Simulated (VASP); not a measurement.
Set up this calculation in VASP 6.6.1, as the native input.

* Task: relaxation of cell and atoms
* Functional: LDA
* Potentials or basis: VASP PAW LDA potentials, release 64 (Sn_d, Te)
* Cutoff: 500 eV
* k mesh: 10 × 10 × 10
* Occupations: gaussian, width 0.01 eV
* Spin: no spin polarisation
* Dipole correction: no
* Further INCAR settings: ALGO = Normal; EDIFF = 1e-07; IBRION = 2; EDIFFG = -0.002; NSW = 100; ISIF = 3

The structure of SnTe (l) lies in POSCAR:

```
SnTe
1.0
    0.0000000000      3.1179263808      3.1179263808
    3.1179263808      0.0000000000      3.1179263808
    3.1179263808      3.1179263808      0.0000000000
Sn Te
1 1
Direct
    0.0000000000      0.0000000000      0.0000000000
    0.5000000000      0.5000000000      0.5000000000
```

These files were run (other wordings do the same):

INCAR

```
SYSTEM = SnTe
PREC = Accurate ; ENCUT = 500
EDIFF = 1E-7 ; ISMEAR = 0
SIGMA = 0.01 ; LREAL = .False.
LASPH = .True. ; NELM = 120
ALGO = Normal ; ISIF = 3
LWAVE = .False. ; LCHARG = .False.
GGA = CA ; IBRION = 2
NSW = 100 ; EDIFFG = -0.002
GGA_COMPAT = .False. ; NELMIN = 4
```

KPOINTS

```
regular mesh
0
Gamma
  10 10 10
  0 0 0
```

Potentials or basis: VASP PAW LDA potentials, release 64 (Sn_d, Te).

Run with:

```bash
$ cat potpaw_LDA.64/Sn_d/POTCAR potpaw_LDA.64/Te/POTCAR > POTCAR
$ mpirun -np 1 vasp_std > vasp.out
```

Results of the run:

```
Relaxed volume                         : 30.34 Å³/atom
Relaxed cell                           : a = 4.411 Å, b = 4.411 Å, c = 4.411 Å, α = 60.00°, β = 60.00°, γ = 60.00°
Space group after relaxing (to 0.05 Å) : Fm-3m (No. 225)
Energy gained by relaxing              : 0.0 meV/atom
Ionic steps                            : 2
Pressure after relaxing                : 0.0 GPa
Band gap on the k mesh                 : 0.21 eV, direct
```

Caveat: spin-orbit coupling is left out, which moves the levels of the heavy elements.

It took 50 s on 1 thread of Intel Xeon 8259CL, with other jobs on the host, peak memory 0.19 GiB.
